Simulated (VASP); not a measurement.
# TiSi in VASP: further runs

Runs on TiSi. Level: PBEsol. Tasks: single point.

Everything below comes from runs of VASP 6.6.1. Logs are shortened: lines on timing, memory, paths and dates and some standing lists are left out, and cuts for length are marked.

### Step 1. The cell of the first run

The typed cell holds 2 atoms: a = 3.224 Å, b = 2.572 Å, c = 2.572 Å, α = 73.13°, β = 90.00°, γ = 90.00°.

### Step 2. Single point, PBEsol (strain -0.1500 x Voigt [1, 1, 0, 0, 0, 0])

Input file INCAR:

```
SYSTEM = TiSi
  PREC = Accurate
  ENCUT = 520
  EDIFF = 1E-6
  ISMEAR = 0
  SIGMA = 0.15
  LREAL = .FALSE.
  LASPH = .TRUE.
  NELM = 100
  ALGO = Normal
  ISIF = 2
  LWAVE = .FALSE.
  LCHARG = .TRUE.
  GGA = PS
  LELF = .TRUE.
  LVHAR = .TRUE.
  NBANDS = 15
```

Input file KPOINTS:

```
regular mesh
0
G
  16 22 22
  0 0 0
```

Input file POSCAR:

```
TiSi
1.0
    3.2241899554      0.0000000000      0.0000000000
    0.0000000000      1.5324187465      2.0659937855
    0.0000000000     -1.5324187465      2.0659937855
Ti Si
1 1
Direct
    0.0000000000      0.0507344298      0.0507344298
    0.5000000000      0.5507655702      0.5507655702
```

Potentials or basis: VASP PAW PBE potentials, release 64 (Ti_sv, Si).

Launch:

```bash
$ cat potpaw_PBE.64/Ti_sv/POTCAR potpaw_PBE.64/Si/POTCAR > POTCAR
$ mpirun -np 1 vasp_std > vasp.out
```

OUTCAR:

```text
SYSTEM = TiSi
   PREC = Accurate
   ENCUT = 520
   EDIFF = 1E-6
   ISMEAR = 0
   LREAL = .FALSE.
   LASPH = .TRUE.
   NELM = 100
   ISIF = 2
   GGA = PS

 ion  position               nearest neighbor table
   1  0.000  0.051  0.051-   2 2.22   2 2.22   2 2.22   2 2.22   2 2.62   2 2.62   2 2.62   2 2.62

   2  0.500  0.551  0.551-   1 2.22   1 2.22   1 2.22   1 2.22   1 2.62   1 2.62   1 2.62   1 2.62

  LATTYP: Found a base centered orthorhombic cell.
 ALAT       =     3.0648374930
 B/A-ratio  =     1.3481914067
 C/A-ratio  =     1.0519937722

  Lattice vectors:

 A1 = (   0.0000000000,   1.5324187465,  -2.0659937855)
 A2 = (   0.0000000000,   1.5324187465,   2.0659937855)
 A3 = (   3.2241899554,   0.0000000000,   0.0000000000)

Analysis of symmetry for initial positions (statically):
=====================================================================
 Subroutine PRICEL returns:
 Original cell was already a primitive cell.

 Routine SETGRP: Setting up the symmetry group for a
 base centered orthorhombic supercell.

 Subroutine GETGRP returns: Found  4 space group operations
 (whereof  4 operations were pure point group operations)
 out of a pool of  8 trial point group operations.

The static configuration has the point symmetry C_2v.

Analysis of symmetry for dynamics (positions and initial velocities):
=====================================================================
 Subroutine PRICEL returns:
 Original cell was already a primitive cell.

 Routine SETGRP: Setting up the symmetry group for a
 base centered orthorhombic supercell.

 Subroutine GETGRP returns: Found  4 space group operations
 (whereof  4 operations were pure point group operations)
 out of a pool of  8 trial point group operations.

The dynamic configuration has the point symmetry C_2v.

 Subroutine INISYM returns: Found  4 space group operations
 (whereof  4 operations are pure point group operations),
 and found     1 'primitive' translations

----------------------------------------------------------------------------------------

                                     Primitive cell

  volume of cell :      20.4154

  direct lattice vectors                    reciprocal lattice vectors
     3.224189955  0.000000000  0.000000000     0.310155423  0.000000000  0.000000000
     0.000000000  1.532418747  2.065993785     0.000000000  0.326281574  0.242014281
     0.000000000 -1.532418747  2.065993785     0.000000000 -0.326281574  0.242014281

  length of vectors
     3.224189955  2.572282554  2.572282554     0.310155423  0.406239557  0.406239557

  position of ions in fractional coordinates (direct lattice)
     0.000000000  0.050734430  0.050734430
     0.500000000  0.550765570  0.550765570

[... 86 lines left out ...]
   PSTRESS=    0.0 pullay stress
   NELECT =      16.0000    total number of electrons
   NUPDOWN=      -1.0000    fix difference up-down
   EMIN   =  10.00;   EMAX   =-10.00  energy-range for DOS
   EFERMI =   0.00;   METHOD = LEGACY
   ISMEAR =     0;   SIGMA  =   0.15  broadening in eV -4-tet -1-fermi 0-gaus
   EFERMI_NEDOS =   21; number of points for ismear=-14 and -15
   IALGO  =     38    algorithm
   IMIX   =      4    mixing-type and parameters
     AMIX     =   0.40;   BMIX     =  1.00
     AMIX_MAG =   1.60;   BMIX_MAG =  1.00
  volume/ion in A,a.u.               =      10.21        68.88
  Fermi-wavevector in a.u.,A,eV,Ry     =   1.509370  2.852296 30.996775  2.278199
  Thomas-Fermi vector in A             =   2.619701
   LORBIT       =      0    0 simple, 1 ext, 2 COOP (PROOUT), +10 PAW based schemes
   GGA     = PS    functional components
   LHFCALC =     F    Hartree Fock is set to
   AEXX    =    0.0000 exact exchange contribution
   IVDW    =     0    specifies the selected vdW correction
   LEPSILON=     F    determine dielectric tensor
   LRPA    =     F    only Hartree local field effects (RPA)
 non-spin polarized calculation
 Gauss-broadening in eV      SIGMA  =   0.15
  energy-cutoff  :      520.00
  volume of cell :       20.42
 maximum number of plane-waves:       568
 NGX is ok and might be reduce to    24
   NGX = 11   NGY =  9   NGZ =  9

 number of electron      15.9999999 magnetization

 Free energy of the ion-electron system (eV)
  ---------------------------------------------------
  ext. energy  EPLUGINS =         0.00000000
  ---------------------------------------------------
  free energy    TOTEN  =       -12.99306451 eV

  energy without entropy =      -12.98151903  energy(sigma->0) =      -12.98729177

 E-fermi :  14.5952     XC(G=0): -13.5747

 val. band max:       14.5914126409   @ k =   0.1875  -0.0455   0.0455
 cond. band min:      14.5955286401   @ k =   0.2500  -0.4091   0.2273
 fundamental gap:      0.0041159992
 Fermi energy:        14.5951917546

 k-point     1 :       0.0000    0.0000    0.0000
  band No.  band energies     occupation
      1     -40.8126      2.00000
      2     -17.4433      2.00000
      3     -16.7494      2.00000
      4     -16.4235      2.00000
      5       1.3525      2.00000
      6      11.3430      2.00000
      7      13.5047      2.00000
      8      15.0342      0.00003
      9      16.6602      0.00000
     10      17.5777      0.00000
     11      18.5487      0.00000
     12      22.4488      0.00000
     13      22.9273      0.00000
     14      25.6289      0.00000
[... 401 lines left out ...]
      2     -17.6468      2.00000
      3     -16.8041      2.00000
      4     -16.4635      2.00000
      5       3.0712      2.00000
      6       9.2314      2.00000
      7      13.9179      2.00000
      8      14.7532      0.13640
      9      16.3196      0.00000
     10      17.4960      0.00000
     11      17.8677      0.00000
     12      22.6142      0.00000
     13      25.4239      0.00000
     14      25.5812      0.00000
     15      26.9351      0.00000

 [... further k-points ...]
[... 5 lines left out ...]
  --------------------------------------------------------------------------------------
  -------------------------------------------------------------------------------------
  Total       16.3052867     16.3218798      6.9407424      0.0000000      0.0000000      0.0000000
  in kB     1279.6227111   1280.9249199    544.7025743      0.0000000      0.0000000      0.0000000
  external PRESSURE =    1035.0834018 kB  Pullay stress =       0.0000000 kB

 VOLUME and BASIS-vectors are now :
 -----------------------------------------------------------------------------
  energy-cutoff  :      520.00
  volume of cell :       20.42
      direct lattice vectors                 reciprocal lattice vectors
     3.224189955  0.000000000  0.000000000     0.310155423  0.000000000  0.000000000
     0.000000000  1.532418747  2.065993785     0.000000000  0.326281574  0.242014281
     0.000000000 -1.532418747  2.065993785     0.000000000 -0.326281574  0.242014281

 POSITION                                       TOTAL-FORCE (eV/Angst)
 -----------------------------------------------------------------------------------
      0.00000      0.00000      0.20963         0.000000      0.000000      0.000284
      1.61209      0.00000      2.27576         0.000000      0.000000     -0.000284
 -----------------------------------------------------------------------------------
    total drift:                               -0.000000     -0.000000      0.000014

  FREE ENERGIE OF THE ION-ELECTRON SYSTEM (eV)
  ---------------------------------------------------
  free  energy   TOTEN  =       -12.9930645106 eV

  energy  without entropy=      -12.9815190347  energy(sigma->0) =      -12.98729177
```

It took 2.4 min on 1 thread of Intel Xeon Platinum 8488C (Sapphire Rapids), shared host; peak memory 0.45 GiB.

Results:

* Free energy: -12.9931 eV
* Pressure: 103.5 GPa
* Band gap on the k mesh: zero (bands 8 and 9 overlap by 1.88 eV)

Stress tensor (GPa, compression positive):
```
127.96   0.00   0.00
  0.00 128.09   0.00
  0.00   0.00  54.47
```

Levels at points of the mesh, in eV from the Fermi level:
```
           k point  band 4  band 5  band 6  band 7  band 8  band 9  band 10  band 11  band 12  band 13
(0.00, 0.00, 0.00)  -31.02  -13.24   -3.25   -1.09    0.44    2.07     2.98     3.95     7.85     8.33
(0.50, 0.00, 0.00)  -31.01  -10.56   -7.01   -0.39    0.41    1.80     2.95     3.49     8.08    10.95
(0.00, 0.50, 0.00)  -31.18   -7.57   -7.25   -3.23   -1.84    3.25     3.47     6.28     6.73     8.12
(0.50, 0.50, 0.00)  -31.16   -8.83   -4.74   -2.35   -1.61    1.69     2.88     3.59     6.89     8.25
(0.00, 0.50, 0.50)  -31.71   -7.16   -5.03   -2.50   -1.31    0.04     0.75     5.40     5.94     7.22
(0.50, 0.50, 0.50)  -31.92   -7.08   -5.14   -3.43   -2.08    2.96     3.66     4.66     6.00     6.96
```

Caveat: the cell differs from its parent crystal (strain -0.1500 x Voigt [1, 1, 0, 0, 0, 0]); the cell stands under pressure; the PAW data sets were made with another functional, which shifts forces and pressure a little.

### Step 3. Single point, PBEsol (strain -0.0750 x Voigt [1, 1, 0, 0, 0, 0])

Input file INCAR:

```
ALGO = Normal ; EDIFF = 1E-7
ENCUT = 520 ; GGA = PS
ISIF = 2 ; ISMEAR = 0
LASPH = True ; LCHARG = True
LELF = True ; LREAL = False
LVHAR = True ; LWAVE = False
NBANDS = 15 ; NELM = 80
PREC = Accurate ; SIGMA = 0.15
```

Input file KPOINTS:

```
k-points
0
Gamma
  16 22 22
```

Input file POSCAR:

```
TiSi
1.0
    3.5086773044      0.0000000000      0.0000000000
    0.0000000000      1.6676321653      2.0659937855
    0.0000000000     -1.6676321653      2.0659937855
Ti Si
1 1
Direct
    0.0000000000      0.0507344298      0.0507344298
    0.5000000000      0.5507655702      0.5507655702
```

Potentials or basis: VASP PAW PBE potentials, release 64 (Ti_sv, Si).

Launch:

```bash
$ cat potpaw_PBE.64/Ti_sv/POTCAR potpaw_PBE.64/Si/POTCAR > POTCAR
$ mpirun -np 1 vasp_std > vasp.out
```

It took 3.6 min on 1 thread of Intel Xeon Platinum 8488C (Sapphire Rapids), shared host; peak memory 0.51 GiB.

It converged, with:

```
Free energy            : -14.8679 eV
Pressure               : 35.0 GPa
Band gap on the k mesh : zero (bands 8 and 9 overlap by 1.99 eV)
```

Stress tensor (GPa, compression positive):
```
43.38  0.00  0.00
 0.00 41.34  0.00
 0.00  0.00 20.36
```

Levels at points of the mesh, in eV from the Fermi level:
```
           k point  band 5  band 6  band 7  band 8  band 9  band 10  band 11  band 12
(0.00, 0.00, 0.00)  -12.62   -2.81   -1.21   -0.97    1.94     3.10     3.24     6.40
(0.50, 0.00, 0.00)  -10.73   -6.88   -0.75    0.60    1.03     2.29     3.44     7.39
(0.00, 0.50, 0.00)   -7.61   -7.05   -3.16   -1.21    2.40     2.86     5.49     5.59
(0.50, 0.50, 0.00)   -8.41   -5.01   -2.33   -1.97    1.98     1.99     2.55     4.90
(0.00, 0.50, 0.50)   -6.43   -4.39   -1.84   -1.15   -0.73    -0.23     4.09     4.90
(0.50, 0.50, 0.50)   -5.92   -4.54   -3.53   -2.56    2.81     2.84     3.36     5.20
```

Caveat: the cell differs from its parent crystal (strain -0.0750 x Voigt [1, 1, 0, 0, 0, 0]); the cell stands under pressure; the PAW data sets were made with another functional, which shifts forces and pressure a little.

### Step 4. Single point, PBEsol (strain +0.0375 x Voigt [1, 1, 0, 0, 0, 0])

Input file INCAR:

```
  PREC = Accurate
  ENCUT = 520
  EDIFF = 1E-7
  ISMEAR = 0
  SIGMA = 0.15
  LREAL = False
  LASPH = True
  NELM = 80
  ALGO = Normal
  ISIF = 2
  LWAVE = False
  LCHARG = True
  GGA = PS
  LELF = True
  LVHAR = True
  NBANDS = 15
```

Input file KPOINTS:

```
regular mesh
0
Gamma
  16 22 22
```

Input file POSCAR:

```
TiSi
1.0
    3.9354083279      0.0000000000      0.0000000000
    0.0000000000      1.8704522935      2.0659937855
    0.0000000000     -1.8704522935      2.0659937855
Ti Si
1 1
Direct
    0.0000000000      0.0507344298      0.0507344298
    0.5000000000      0.5507655702      0.5507655702
```

Launch:

```bash
$ cat potpaw_PBE.64/Ti_sv/POTCAR potpaw_PBE.64/Si/POTCAR > POTCAR
$ mpirun -np 1 vasp_std > vasp.out
```

Wall time 5.5 min (1 thread of Intel Xeon Platinum 8488C (Sapphire Rapids), shared host); peak memory 0.61 GiB.

The run converged. Its results:

| Property | Result |
| --- | --- |
| Free energy | -15.2544 eV |
| Pressure | -9.8 GPa |
| Band gap on the k mesh | zero (bands 8 and 9 overlap by 1.58 eV) |

Stress tensor (GPa, compression positive):
```
-12.20   0.00   0.00
  0.00  -9.93   0.00
  0.00   0.00  -7.24
```

Levels at points of the mesh, in eV from the Fermi level:
```csv
k point,band 4,band 5,band 6,band 7,band 8,band 9,band 10,band 11,band 12,band 13
"(0.00, 0.00, 0.00)",-32.60,-11.64,-2.48,-2.08,-1.22,1.70,2.11,2.99,5.20,5.59
"(0.50, 0.00, 0.00)",-32.60,-10.46,-6.49,-0.98,0.26,0.84,1.49,3.02,6.80,7.75
"(0.00, 0.50, 0.00)",-32.60,-7.63,-6.26,-2.95,-0.75,1.43,2.28,4.03,4.37,4.70
"(0.50, 0.50, 0.00)",-32.60,-7.88,-4.90,-2.65,-1.71,1.13,1.59,1.93,2.77,5.60
"(0.00, 0.50, 0.50)",-32.99,-5.52,-3.40,-1.97,-1.14,-0.87,-0.49,2.16,2.96,4.11
"(0.50, 0.50, 0.50)",-33.00,-4.51,-3.69,-3.53,-3.02,1.95,2.25,2.88,3.69,4.12
```

Caveat: the cell differs from its parent crystal (strain +0.0375 x Voigt [1, 1, 0, 0, 0, 0]); the cell stands under tension; the PAW data sets were made with another functional, which shifts forces and pressure a little.

### Step 5. The runs side by side

| cell | gap on the mesh (eV) | pressure (GPa) |
| --- | --- | --- |
| a = 3.224, b = 2.572, c = 2.572 Å, angles 73.1, 90.0, 90.0°, 2 atoms | none | 103.5 |
| a = 3.509, b = 2.655, c = 2.655 Å, angles 77.8, 90.0, 90.0°, 2 atoms | none | 35.0 |
| a = 3.935, b = 2.787, c = 2.787 Å, angles 84.3, 90.0, 90.0°, 2 atoms | none | -9.8 |

Alike in all rows: task single point; level PBEsol; potentials or basis VASP PAW PBE potentials, release 64 (Ti_sv, Si); no spin polarisation; k mesh 16 × 22 × 22; cutoff (eV) 520; smearing gaussian 0.15 eV.

Caveats: the PAW data sets were made with another functional, which shifts forces and pressure a little; the cell stands under pressure (at least some runs); the cell stands under tension (at least some runs).

Absolute energies hang on the potentials; compare differences alone.
